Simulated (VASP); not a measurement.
# N in VASP: further runs, part 2 of 2

VASP 6.6.1.

**4. Relaxation of cell and atoms, LDA, collinear spin, ferromagnetic start**

This run uses another cell than the first one, of 28.18 Å³/atom.

INCAR

```
SYSTEM = N
  ALGO = Normal
  EDIFF = 1E-6
  EDIFFG = -0.005
  ENCUT = 600
  GGA = CA
  IBRION = 2
  ISIF = 3
  ISMEAR = 0
  ISPIN = 2
  LASPH = .True.
  LCHARG = .False.
  LORBIT = 11
  LREAL = .False.
  LWAVE = .False.
  MAGMOM = 3.15 3.15 3.15 3.15
  NELM = 150
  NSW = 100
  PREC = Accurate
  SIGMA = 0.02
```

KPOINTS

```
k-points
0
Gamma
  6 6 6
  0 0 0
```

POSCAR

```
N
1.0
    4.8307753776      0.0000000000      0.0000000000
    0.0000000000      4.8307753776      0.0000000000
    0.0000000000      0.0000000000      4.8307753776
N
4
Direct
   -0.0000221095     -0.0000221095     -0.0000221095
    0.5000221095      1.0000221095      0.4999778905
    0.4999778905      0.5000221095      1.0000221095
    1.0000221095      0.4999778905      0.5000221095
```

Potentials or basis: VASP PAW LDA potentials, release 64 (N).

Run with:

```
$ cat potpaw_LDA.64/N/POTCAR > POTCAR
$ mpirun -np 1 vasp_std > vasp.out
```

OUTCAR:

```text
SYSTEM = N
   EDIFF = 1E-6
   EDIFFG = -0.005
   ENCUT = 600
   GGA = CA
   IBRION = 2
   ISIF = 3
   ISMEAR = 0
   ISPIN = 2
   LASPH = .True.
   LORBIT = 11
   LREAL = .False.
   NELM = 150
   NSW = 100
   PREC = Accurate

 ion  position               nearest neighbor table
   1  1.000  1.000  1.000-
   2  0.500  0.000  0.500-
   3  0.500  0.500  0.000-
   4  0.000  0.500  0.500-

  LATTYP: Found a simple cubic cell.
 ALAT       =     4.8307753776

  Lattice vectors:

 A1 = (   4.8307753776,   0.0000000000,   0.0000000000)
 A2 = (   0.0000000000,   4.8307753776,   0.0000000000)
 A3 = (   0.0000000000,   0.0000000000,   4.8307753776)

Analysis of symmetry for initial positions (statically):
=====================================================================
 Subroutine PRICEL returns:
 Original cell was already a primitive cell.

 Routine SETGRP: Setting up the symmetry group for a
 simple cubic supercell.

 Subroutine GETGRP returns: Found 12 space group operations
 (whereof  3 operations were pure point group operations)
 out of a pool of 48 trial point group operations.

The static configuration has the point symmetry C_3 .
[... 191 lines left out ...]
  Total       -0.0454855     -0.0454855     -0.0454855      0.0000000      0.0000000     -0.0000000
  in kB       -0.6464473     -0.6464473     -0.6464473      0.0000000      0.0000000     -0.0000000
  external PRESSURE =      -0.6464473 kB  Pullay stress =       0.0000000 kB
[... 101 lines left out ...]
--------------------------------------- Ionic step        4  -------------------------------------------

 number of electron      19.9999997 magnetization      11.9999991

 Free energy of the ion-electron system (eV)
  ---------------------------------------------------
  ext. energy  EPLUGINS =         0.00000000
  ---------------------------------------------------
  free energy    TOTEN  =       -11.82811450 eV

  energy without entropy =      -11.82811450  energy(sigma->0) =      -11.82811450

 E-fermi :  -4.5476     XC(G=0):  -6.7963

 val. band max:       -4.6388762671   @ k =   0.0000   0.0000   0.0000
 cond. band min:      -3.1106475449   @ k =   0.5000   0.5000   0.5000
 fundamental gap:      1.5282287222
 Fermi energy:        -4.5476175961

 spin component 1

 k-point     1 :       0.0000    0.0000    0.0000
  band No.  band energies     occupation
      1     -17.1425      1.00000
      2     -16.4191      1.00000
      3     -16.4191      1.00000
      4     -16.4191      1.00000
      5      -6.2845      1.00000
      6      -6.2845      1.00000
[... 528 lines left out ...]
      6      -6.5037      1.00000
[... 12 lines left out ...]
     19       6.4946      0.00000
     20       6.4946      0.00000
 Fermi energy:        -4.5476175961

 spin component 2

 k-point     1 :       0.0000    0.0000    0.0000
  band No.  band energies     occupation
      1     -13.1883      1.00000
      2     -12.1518      1.00000
      3     -12.1518      1.00000
      4     -12.1518      1.00000
      5      -2.7428      0.00000
      6      -2.7428      0.00000
[... 572 lines left out ...]
  FREE ENERGIE OF THE ION-ELECTRON SYSTEM (eV)
  ---------------------------------------------------
  free  energy   TOTEN  =       -11.8281144991 eV

  energy  without entropy=      -11.8281144991  energy(sigma->0) =      -11.82811450

 reached required accuracy - stopping structural energy minimisation

 total charge

# of ion       s       p       d       tot
------------------------------------------
    1        1.348   1.890   0.000   3.238
    2        1.348   1.890   0.000   3.238
    3        1.348   1.890   0.000   3.238
    4        1.348   1.890   0.000   3.238
--------------------------------------------------
tot          5.392   7.561   0.000  12.953

 magnetization (x)

# of ion       s       p       d       tot
------------------------------------------
    1        0.040   1.890   0.000   1.929
    2        0.040   1.890   0.000   1.929
    3        0.040   1.890   0.000   1.929
    4        0.040   1.890   0.000   1.929
--------------------------------------------------
tot          0.159   7.558   0.000   7.717
```

CONTCAR:

```text
N
   1.00000000000000
     4.8042744474636914   -0.0000000000000000   -0.0000000000000000
     0.0000000000000000    4.8042744474636914    0.0000000000000000
     0.0000000000000000    0.0000000000000000    4.8042744474636914
  N
     4
Direct
     0.9999804077987491    0.9999804077987491    0.9999804077987491
     0.5000195922012509    0.0000195922012509    0.4999804077987491
     0.4999804077987491    0.5000195922012509    0.0000195922012509
     0.0000195922012509    0.4999804077987491    0.5000195922012509

  0.00000000E+00  0.00000000E+00  0.00000000E+00
  0.00000000E+00  0.00000000E+00  0.00000000E+00
  0.00000000E+00  0.00000000E+00  0.00000000E+00
  0.00000000E+00  0.00000000E+00  0.00000000E+00
```

Wall time 3.1 min (1 thread of Oxide Virtual Turin-like, shared host); peak memory 0.22 GiB.

What came out:

- Free energy: -11.8281 eV
- Relaxed volume: 27.72 Å³/atom
- Relaxed cell: a = 4.804 Å, b = 4.804 Å, c = 4.804 Å, α = 90.00°, β = 90.00°, γ = 90.00°
- Space group after relaxing (to 0.1 Å): Fm-3m (No. 225)
- Energy gained by relaxing: 0.1 meV/atom
- Ionic steps: 4
- Pressure after relaxing: 0.0 GPa
- Band gap on the k mesh: 1.53 eV
- Net moment: 12.00 μB per cell
- Site moments: N +1.93 μB
- Valence electrons inside the program's atomic spheres: N 3.24

The path:
```
step  energy change (eV)  largest force (eV/Å)  pressure (GPa)  volume (Å³)
   1              0.0000                0.0000           -0.06       112.73
   2             -0.0001                0.0000           -0.06       112.55
   3             -0.0003                0.0000           -0.05       111.99
   4             -0.0005                0.0000           -0.02       110.89
```

Final structure:
```xyz
4
Lattice="4.8043 0.0000 0.0000 0.0000 4.8043 0.0000 0.0000 0.0000 4.8043" Properties=species:S:1:pos:R:3 pbc="T T T"
N     4.8042    4.8042    4.8042
N     2.4022    0.0001    2.4020
N     2.4020    2.4022    0.0001
N     0.0001    2.4020    2.4022
```

Levels at points of the mesh, in eV from the valence-band top:
Spin up:
| k point | band 12 | band 13 | band 14 | band 15 | band 16 | band 17 | band 18 | band 19 | band 20 |
| --- | --- | --- | --- | --- | --- | --- | --- | --- | --- |
| (0.00, 0.00, 0.00) | -0.55 | -0.55 | 0.00 | 0.00 | 0.00 | 7.23 | 10.76 | 10.76 | 10.76 |
| (0.50, 0.00, 0.00) | -0.65 | -0.28 | -0.28 | -0.28 | -0.28 | 9.09 | 9.09 | 11.67 | 11.67 |
| (0.50, 0.50, 0.00) | -0.72 | -0.18 | -0.18 | -0.18 | -0.18 | 10.48 | 10.48 | 10.48 | 10.48 |
| (0.50, 0.50, 0.50) | -0.18 | -0.18 | -0.18 | -0.18 | -0.18 | 11.13 | 11.13 | 11.13 | 11.13 |
Spin down:
```tsv
k point	band 1	band 2	band 3	band 4	band 5	band 6	band 7	band 8
(0.00, 0.00, 0.00)	-8.55	-7.51	-7.51	-7.51	1.90	1.90	1.90	3.54
(0.50, 0.00, 0.00)	-8.06	-8.06	-7.50	-7.50	2.63	2.63	2.63	2.63
(0.50, 0.50, 0.00)	-7.78	-7.78	-7.78	-7.78	2.26	2.26	2.26	2.26
(0.50, 0.50, 0.50)	-7.75	-7.75	-7.75	-7.75	1.53	1.53	1.53	1.53
```

A k mesh can miss the band edges. Zero-point motion and thermal expansion aren't in these numbers.

**5. Summary**

| task | cell | cutoff (eV) | gap on the mesh (eV) | pressure (GPa) | moment (μB) |
| --- | --- | --- | --- | --- | --- |
| single point | a = 4.879 Å, 4 atoms | 520 | 1.68 | -0.2 | 12.00 |
| single point | a = 4.926 Å, 4 atoms | 520 | 1.77 | -0.2 | 12.00 |
| relaxation of cell and atoms | relaxed from a = 4.831 Å, 4 atoms | 600 | 1.53 | 0.0 | 12.00 |

Alike in all rows: level LDA; potentials or basis VASP PAW LDA potentials, release 64 (N); spin collinear, ferromagnetic start; k mesh 6 × 6 × 6; smearing gaussian 0.02 eV.

Total energies depend on the potentials used, so only differences within one code and one set of settings carry meaning.
